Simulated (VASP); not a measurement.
# Ge (P6/mmm) in VASP: further runs, part 2 of 2

VASP 6.6.1.

## Step 4: Relaxation of shape and atoms at fixed volume, PBE

This run uses another cell than the first one, of 15.16 Å³/atom, 1.814 times its volume.

File INCAR:

```
SYSTEM = Ge
PREC = Accurate
ENCUT = 600
EDIFF = 1E-6
ISMEAR = -1
SIGMA = 0.08
LREAL = .False.
LASPH = .True.
NELM = 80
ALGO = Normal
ISIF = 4
LWAVE = .False.
LCHARG = .False.
GGA = PE
IBRION = 2
NSW = 50
EDIFFG = -0.005
```

File KPOINTS:

```
Automatic mesh
0
Gamma
  8 8 10
  0 0 0
```

File POSCAR:

```
Ge
1.0
    4.5390109468      0.0000000000      0.0000000000
   -2.2695054734      3.9308987880      0.0000000000
    0.0000000000      0.0000000000      2.5493101252
Ge
3
Direct
    0.0000000000      0.0000000000      0.0000000000
    0.3333333333      0.6666666667      0.5000000000
    0.6666666667      0.3333333333      0.5000000000
```

Potentials or basis: VASP PAW PBE potentials, release 64 (Ge_d).

Run with:

```sh
cat potpaw_PBE.64/Ge_d/POTCAR > POTCAR
mpirun -np 1 vasp_std > vasp.out
```

OUTCAR:

```text
SYSTEM = Ge
   PREC = Accurate
   ENCUT = 600
   EDIFF = 1E-6
   ISMEAR = -1
   LREAL = .False.
   LASPH = .True.
   NELM = 80
   ISIF = 4
   GGA = PE
   IBRION = 2
   NSW = 50
   EDIFFG = -0.005

 ion  position               nearest neighbor table
   1  0.000  0.000  0.000-   2 2.91   3 2.91   2 2.91   3 2.91   3 2.91   3 2.91   2 2.91   2 2.91
                             3 2.91   3 2.91   2 2.91   2 2.91
   2  0.333  0.667  0.500-   3 2.62   3 2.62   3 2.62   1 2.91   1 2.91   1 2.91   1 2.91   1 2.91
                             1 2.91
   3  0.667  0.333  0.500-   2 2.62   2 2.62   2 2.62   1 2.91   1 2.91   1 2.91   1 2.91   1 2.91
                             1 2.91

  LATTYP: Found a hexagonal cell.
 ALAT       =     4.5390109468
 C/A-ratio  =     0.5616444100

  Lattice vectors:

 A1 = (   4.5390109468,   0.0000000000,   0.0000000000)
 A2 = (  -2.2695054734,   3.9308987880,   0.0000000000)
 A3 = (   0.0000000000,   0.0000000000,   2.5493101252)

Analysis of symmetry for initial positions (statically):
=====================================================================
 Subroutine PRICEL returns:
 Original cell was already a primitive cell.

 Routine SETGRP: Setting up the symmetry group for a
 hexagonal supercell.

 Subroutine GETGRP returns: Found 24 space group operations
 (whereof 24 operations were pure point group operations)
 out of a pool of 24 trial point group operations.

The static configuration has the point symmetry D_6h.

Analysis of symmetry for dynamics (positions and initial velocities):
=====================================================================
 Subroutine PRICEL returns:
 Original cell was already a primitive cell.

 Routine SETGRP: Setting up the symmetry group for a
 hexagonal supercell.

 Subroutine GETGRP returns: Found 24 space group operations
[... 122 lines left out ...]
   IALGO  =     38    algorithm
   IMIX   =      4    mixing-type and parameters
     AMIX     =   0.40;   BMIX     =  1.00
     AMIX_MAG =   1.60;   BMIX_MAG =  1.00
  volume/ion in A,a.u.               =      15.16       102.32
  Fermi-wavevector in a.u.,A,eV,Ry     =   1.594163  3.012531 34.577235  2.541355
  Thomas-Fermi vector in A             =   2.692280
   LORBIT       =      0    0 simple, 1 ext, 2 COOP (PROOUT), +10 PAW based schemes
   GGA     = PE    functional components
   LHFCALC =     F    Hartree Fock is set to
   AEXX    =    0.0000 exact exchange contribution
   IVDW    =     0    specifies the selected vdW correction
   LEPSILON=     F    determine dielectric tensor
   LRPA    =     F    only Hartree local field effects (RPA)
 conjugate gradient relaxation of ions
 non-spin polarized calculation
  energy-cutoff  :      600.00
  volume of cell :       45.49
 maximum number of plane-waves:      1536
   NGX = 19   NGY = 19   NGZ = 11

--------------------------------------- Ionic step        1  -------------------------------------------

 number of electron      42.0000015 magnetization

 Free energy of the ion-electron system (eV)
  ---------------------------------------------------
  ext. energy  EPLUGINS =         0.00000000
  ---------------------------------------------------
  free energy    TOTEN  =       -11.71049977 eV

  energy without entropy =      -11.68671305  energy(sigma->0) =      -11.69860641

------------------------ aborting loop because EDIFF is reached ----------------------------------------

  FORCE on cell =-STRESS in cart. coord.  units (eV):
  Direction    XX          YY          ZZ          XY          YZ          ZX
  --------------------------------------------------------------------------------------
  -------------------------------------------------------------------------------------
  Total        7.7038776      7.7038776      8.3590303      0.0000000      0.0000000      0.0000000
  in kB      271.3589773    271.3589773    294.4358696      0.0000000      0.0000000      0.0000000
  external PRESSURE =     279.0512747 kB  Pullay stress =       0.0000000 kB
[... 135 lines left out ...]
--------------------------------------- Ionic step        5  -------------------------------------------

 number of electron      42.0000029 magnetization

 Free energy of the ion-electron system (eV)
  ---------------------------------------------------
  ext. energy  EPLUGINS =         0.00000000
  ---------------------------------------------------
  free energy    TOTEN  =       -11.71273294 eV

  energy without entropy =      -11.68754616  energy(sigma->0) =      -11.70013955

 E-fermi :   9.3701     XC(G=0): -12.4309

 val. band max:        9.3239681386   @ k =   0.5000   0.0000   0.5000
 cond. band min:       9.3739608247   @ k =   0.3750   0.2500   0.2000
 fundamental gap:      0.0499926861
 Fermi energy:         9.3700681364

 k-point     1 :       0.0000    0.0000    0.0000
  band No.  band energies     occupation
      1     -15.7331      2.00000
      2     -15.5834      2.00000
      3     -15.5758      2.00000
      4     -15.5758      2.00000
      5     -15.4903      2.00000
      6     -15.4903      2.00000
[... 661 lines left out ...]
     24      14.1977      0.00000
     25      14.3749      0.00000

 [... further k-points ...]
[... 5 lines left out ...]
  --------------------------------------------------------------------------------------
  -------------------------------------------------------------------------------------
  Total        7.8686642      7.8686642      7.8708771     -0.0000000      0.0000000      0.0000000
  in kB      277.1633682    277.1633682    277.2413171     -0.0000000      0.0000000      0.0000000
  external PRESSURE =     277.1893512 kB  Pullay stress =       0.0000000 kB
[... 18 lines left out ...]
  FREE ENERGIE OF THE ION-ELECTRON SYSTEM (eV)
  ---------------------------------------------------
  free  energy   TOTEN  =       -11.7127329442 eV

  energy  without entropy=      -11.6875461619  energy(sigma->0) =      -11.70013955

 reached required accuracy - stopping structural energy minimisation
```

Run time: 3.9 min. Hardware: 1 thread of Intel Xeon 8259CL, shared host; peak memory 0.2 GiB.

What came out:

- Free energy: -11.7127 eV
- Energy gained by relaxing: 0.7 meV/atom
- Ionic steps: 5
- Pressure after relaxing: 27.7 GPa
- Band gap on the k mesh: zero (band 21 reaches 11.41 eV, above the bottom of band 22 at 5.13 eV)

Step by step:
```tsv
step	energy change (eV)	largest force (eV/Å)	pressure (GPa)	volume (Å³)
1	0.0000	0.0000	27.91	45.49
2	-0.0022	0.0000	27.70	45.49
3	-0.0022	0.0000	27.71	45.49
4	-0.0022	0.0000	27.67	45.49
5	-0.0022	0.0000	27.72	45.49
```

Final structure:
```
Ge
1.0
     4.52055    0.00000    0.00000
    -2.26027    3.91491    0.00000
     0.00000    0.00000    2.57018
Ge
3
Direct
  0.00000 0.00000 0.00000
  0.33333 0.66667 0.50000
  0.66667 0.33333 0.50000
```

## Step 5: Relaxation of shape and atoms at fixed volume, PBE

This run uses another cell than the first one, of 17.11 Å³/atom, 2.047 times its volume.

File INCAR:

```
PREC = Accurate
ENCUT = 600
EDIFF = 1E-7
ISMEAR = -1
SIGMA = 0.08
LREAL = False
LASPH = True
NELM = 100
ALGO = Normal
ISIF = 4
LWAVE = False
LCHARG = False
GGA = PE
IBRION = 2
NSW = 50
EDIFFG = -0.005
```

File KPOINTS:

```
Automatic mesh
0
Gamma
  8 8 10
```

File POSCAR:

```
Ge
1.0
    4.7252405252      0.0000000000      0.0000000000
   -2.3626202626      4.0921783338      0.0000000000
    0.0000000000      0.0000000000      2.6539049268
Ge
3
Direct
    0.0000000000      0.0000000000      0.0000000000
    0.3333333333      0.6666666667      0.5000000000
    0.6666666667      0.3333333333      0.5000000000
```

Potentials or basis: VASP PAW PBE potentials, release 64 (Ge_d).

Run with:

```sh
cat potpaw_PBE.64/Ge_d/POTCAR > POTCAR
mpirun -np 1 vasp_std > vasp.out
```

OUTCAR:

```text
PREC = Accurate
   ENCUT = 600
   EDIFF = 1E-7
   ISMEAR = -1
   LREAL = False
   LASPH = True
   NELM = 100
   ISIF = 4
   GGA = PE
   IBRION = 2
   NSW = 50
   EDIFFG = -0.005

 ion  position               nearest neighbor table
   1  0.000  0.000  0.000-
   2  0.333  0.667  0.500-   3 2.73   3 2.73   3 2.73
   3  0.667  0.333  0.500-   2 2.73   2 2.73   2 2.73

  LATTYP: Found a hexagonal cell.
 ALAT       =     4.7252405252
 C/A-ratio  =     0.5616444100

  Lattice vectors:

 A1 = (   4.7252405252,   0.0000000000,   0.0000000000)
 A2 = (  -2.3626202626,   4.0921783338,   0.0000000000)
 A3 = (   0.0000000000,   0.0000000000,   2.6539049268)

Analysis of symmetry for initial positions (statically):
=====================================================================
 Subroutine PRICEL returns:
 Original cell was already a primitive cell.

 Routine SETGRP: Setting up the symmetry group for a
 hexagonal supercell.

 Subroutine GETGRP returns: Found 24 space group operations
 (whereof 24 operations were pure point group operations)
 out of a pool of 24 trial point group operations.

The static configuration has the point symmetry D_6h.

Analysis of symmetry for dynamics (positions and initial velocities):
=====================================================================
 Subroutine PRICEL returns:
 Original cell was already a primitive cell.

 Routine SETGRP: Setting up the symmetry group for a
 hexagonal supercell.

[... 169 lines left out ...]
  energy-cutoff  :      600.00
  volume of cell :       51.32
      direct lattice vectors                 reciprocal lattice vectors
     4.725240525  0.000000000  0.000000000     0.211629439  0.122184313  0.000000000
    -2.362620263  4.092178334  0.000000000     0.000000000  0.244368627  0.000000000
     0.000000000  0.000000000  2.653904927     0.000000000  0.000000000  0.376803249

 POSITION                                       TOTAL-FORCE (eV/Angst)
 -----------------------------------------------------------------------------------
      0.00000      0.00000      0.00000        -0.000000      0.000000      0.000000
     -0.00000      2.72812      1.32695         0.000000     -0.000000      0.000000
      2.36262      1.36406      1.32695        -0.000000      0.000000     -0.000000
 -----------------------------------------------------------------------------------
    total drift:                               -0.000000     -0.000000      0.000000

  FREE ENERGIE OF THE ION-ELECTRON SYSTEM (eV)
  ---------------------------------------------------
  free  energy   TOTEN  =       -12.3870179630 eV

  energy  without entropy=      -12.3647644253  energy(sigma->0) =      -12.37589119

--------------------------------------- Ionic step        2  -------------------------------------------

 number of electron      41.9999995 magnetization

 Free energy of the ion-electron system (eV)
  ---------------------------------------------------
  ext. energy  EPLUGINS =         0.00000000
  ---------------------------------------------------
  free energy    TOTEN  =       -12.38710268 eV

  energy without entropy =      -12.36437508  energy(sigma->0) =      -12.37573888

 E-fermi :   7.8265     XC(G=0): -11.7880

 val. band max:        7.8180836722   @ k =   0.2500   0.0000   0.4000
 cond. band min:       7.8672673371   @ k =   0.3750  -0.0000   0.3000
 fundamental gap:      0.0491836649
 Fermi energy:         7.8265356846

 k-point     1 :       0.0000    0.0000    0.0000
  band No.  band energies     occupation
      1     -17.1239      2.00000
      2     -17.0135      2.00000
      3     -17.0135      2.00000
      4     -16.9448      2.00000
      5     -16.9448      2.00000
      6     -16.9442      2.00000
[... 661 lines left out ...]
     24      12.0763      0.00000
     25      12.4028      0.00000

 [... further k-points ...]
[... 5 lines left out ...]
  --------------------------------------------------------------------------------------
  -------------------------------------------------------------------------------------
  Total        3.4892991      3.4892991      3.4686595      0.0000000     -0.0000000     -0.0000000
  in kB      108.9393932    108.9393932    108.2950033      0.0000000     -0.0000000     -0.0000000
  external PRESSURE =     108.7245966 kB  Pullay stress =       0.0000000 kB

 VOLUME and BASIS-vectors are now :
 -----------------------------------------------------------------------------
  energy-cutoff  :      600.00
  volume of cell :       51.32
      direct lattice vectors                 reciprocal lattice vectors
     4.721820392  0.000000000  0.000000000     0.211782727  0.122272815  0.000000000
    -2.360910196  4.089216412 -0.000000000     0.000000000  0.244545629 -0.000000000
    -0.000000000  0.000000000  2.657750899    -0.000000000  0.000000000  0.376257986

 POSITION                                       TOTAL-FORCE (eV/Angst)
 -----------------------------------------------------------------------------------
      4.72182      0.00000      0.00000        -0.000000     -0.000000     -0.000000
     -0.00000      2.72614      1.32888        -0.000000      0.000000     -0.000000
      2.36091      1.36307      1.32888         0.000000     -0.000000      0.000000
 -----------------------------------------------------------------------------------
    total drift:                               -0.000000     -0.000000      0.000000

  FREE ENERGIE OF THE ION-ELECTRON SYSTEM (eV)
  ---------------------------------------------------
  free  energy   TOTEN  =       -12.3871026798 eV

  energy  without entropy=      -12.3643750759  energy(sigma->0) =      -12.37573888

 reached required accuracy - stopping structural energy minimisation
```

CONTCAR:

```text
Ge
   1.00000000000000
     4.7218203921833322    0.0000000000000000    0.0000000000000000
    -2.3609101960916661    4.0892164117216057   -0.0000000000000000
    -0.0000000000000000    0.0000000000000000    2.6577508990544563
  Ge
     3
Direct
     1.0000000000000000    0.0000000000000000    0.0000000000000000
     0.3333333332999970    0.6666666667000030    0.5000000000000000
     0.6666666667000030    0.3333333332999970    0.5000000000000000

  0.00000000E+00  0.00000000E+00  0.00000000E+00
  0.00000000E+00  0.00000000E+00  0.00000000E+00
  0.00000000E+00  0.00000000E+00  0.00000000E+00
```

It took 2.5 min on 1 thread of Intel Xeon 8259CL, shared host; peak memory 0.23 GiB.

What came out:

* Free energy: -12.3871 eV
* Energy gained by relaxing: 0.0 meV/atom
* Ionic steps: 2
* Pressure after relaxing: 10.9 GPa
* Band gap on the k mesh: zero (band 21 reaches 9.55 eV, above the bottom of band 22 at 4.17 eV)

Final structure:
```
Ge
1.0
     4.72182    0.00000    0.00000
    -2.36091    4.08922    0.00000
     0.00000    0.00000    2.65775
Ge
3
Direct
  0.00000 0.00000 0.00000
  0.33333 0.66667 0.50000
  0.66667 0.33333 0.50000
```

Levels at points of the mesh, in eV from the Fermi level:
| k point | band 17 | band 18 | band 19 | band 20 | band 21 | band 22 | band 23 | band 24 | band 25 |
| --- | --- | --- | --- | --- | --- | --- | --- | --- | --- |
| (0.00, 0.00, 0.00) | -6.88 | -6.63 | -3.73 | -3.73 | -3.66 | -3.66 | 6.08 | 9.43 | 9.43 |
| (0.50, 0.00, 0.00) | -11.73 | -8.14 | -6.05 | 1.02 | 1.12 | 2.81 | 3.07 | 4.80 | 8.20 |
| (0.00, 0.00, 0.50) | -8.06 | -1.79 | -1.44 | -1.44 | -1.01 | -0.28 | -0.28 | 1.20 | 1.20 |
| (0.50, 0.00, 0.50) | -6.62 | -6.38 | -5.27 | -2.97 | -2.35 | -1.57 | 0.26 | 4.59 | 5.09 |

## Step 6: Relaxation of cell and atoms, PBE

This run uses another cell than the first one, of 19.00 Å³/atom, 2.273 times its volume.

File INCAR:

```
ALGO = Normal
EDIFF = 1E-6
EDIFFG = -0.005
ENCUT = 600
GGA = PE
IBRION = 2
ISIF = 3
ISMEAR = -1
LASPH = T
LCHARG = F
LREAL = F
LWAVE = F
NELM = 80
NSW = 60
PREC = Accurate
SIGMA = 0.08
```

File KPOINTS:

```
k-points
0
Gamma
  8 8 10
```

File POSCAR:

```
Ge
1.0
    4.7349730502      0.0000000000      0.0000000000
   -2.3674865251      4.1006069477      0.0000000000
    0.0000000000      0.0000000000      2.9356832911
Ge
3
Direct
    0.0000000000      0.0000000000      0.0000000000
    0.3333333333      0.6666666667      0.5000000000
    0.6666666667      0.3333333333      0.5000000000
```

Potentials or basis: VASP PAW PBE potentials, release 64 (Ge_d).

Run with:

```sh
cat potpaw_PBE.64/Ge_d/POTCAR > POTCAR
mpirun -np 1 vasp_std > vasp.out
```

Wall time 13 min (1 thread of Intel Xeon 8259CL, shared host); peak memory 0.25 GiB.

The run converged. Its results:

| Quantity | Value |
| --- | --- |
| Free energy | -12.6012 eV |
| Relaxed volume | 19.45 Å³/atom |
| Relaxed cell | a = 4.933 Å, b = 4.933 Å, c = 2.769 Å, α = 90.00°, β = 90.00°, γ = 120.00° |
| Space group after relaxing (to 0.05 Å) | P6/mmm (No. 191) |
| Energy gained by relaxing | 25.4 meV/atom |
| Ionic steps | 13 |
| Pressure after relaxing | 0.0 GPa |
| Band gap on the k mesh | zero (band 21 reaches 7.91 eV, above the bottom of band 22 at 3.29 eV) |

Step by step:
```
step  energy change (eV)  largest force (eV/Å)  pressure (GPa)  volume (Å³)
   1              0.0000                0.0000            1.77        57.00
   2             -0.0280                0.0000           -0.07        58.74
   3             -0.0325                0.0000           -2.14        60.83
   4             -0.0347                0.0000           -1.53        60.12
   5             -0.0556                0.0000           -1.51        60.00
   6             -0.0688                0.0000           -1.38        59.78
   7             -0.0689                0.0000           -1.47        59.85
   8             -0.0695                0.0000           -1.49        59.82
   9             -0.0762                0.0000           -0.05        58.31
  10             -0.0761                0.0000            0.21        58.24
  11             -0.0762                0.0000            0.11        58.28
  12             -0.0762                0.0000           -0.11        58.38
  13             -0.0762                0.0000           -0.01        58.36
```

Final structure:
```
CELL_PARAMETERS angstrom
4.93283 0.00000 0.00000
-2.46642 4.27196 0.00000
0.00000 0.00000 2.76937
ATOMIC_POSITIONS crystal
Ge 0.00000 0.00000 0.00000
Ge 0.33333 0.66667 0.50000
Ge 0.66667 0.33333 0.50000
```

Levels at points of the mesh, in eV from the Fermi level:
```
           k point  band 19  band 20  band 21  band 22  band 23  band 24
(0.00, 0.00, 0.00)    -3.17    -3.17    -3.10    -3.10     5.55     8.16
(0.50, 0.00, 0.00)    -5.25     0.72     0.80     2.65     2.94     4.28
(0.00, 0.00, 0.50)    -1.80    -1.49    -0.87    -0.14    -0.14     1.25
(0.50, 0.00, 0.50)    -4.55    -2.99    -2.14    -1.25     0.46     3.91
```

## Step 7: Summary

| task | cell | gap on the mesh (eV) | pressure (GPa) |
| --- | --- | --- | --- |
| relaxation of shape and atoms at fixed volume | relaxed from a = 3.722, b = 3.722, c = 2.090 Å, angles 90.0, 90.0, 120.0°, 3 atoms | none | 368.6 |
| relaxation of shape and atoms at fixed volume | relaxed from a = 4.112, b = 4.112, c = 2.310 Å, angles 90.0, 90.0, 120.0°, 3 atoms | none | 119.2 |
| relaxation of shape and atoms at fixed volume | relaxed from a = 4.539, b = 4.539, c = 2.549 Å, angles 90.0, 90.0, 120.0°, 3 atoms | none | 27.7 |
| relaxation of shape and atoms at fixed volume | relaxed from a = 4.725, b = 4.725, c = 2.654 Å, angles 90.0, 90.0, 120.0°, 3 atoms | none | 10.9 |
| relaxation of cell and atoms | relaxed from a = 4.735, b = 4.735, c = 2.936 Å, angles 90.0, 90.0, 120.0°, 3 atoms | none | 0.0 |

Alike in all rows: level PBE; potentials or basis VASP PAW PBE potentials, release 64 (Ge_d); no spin polarisation; k mesh 8 × 8 × 10; cutoff (eV) 600; smearing fermi-dirac 0.08 eV.

Absolute energies hang on the potentials; compare differences alone.
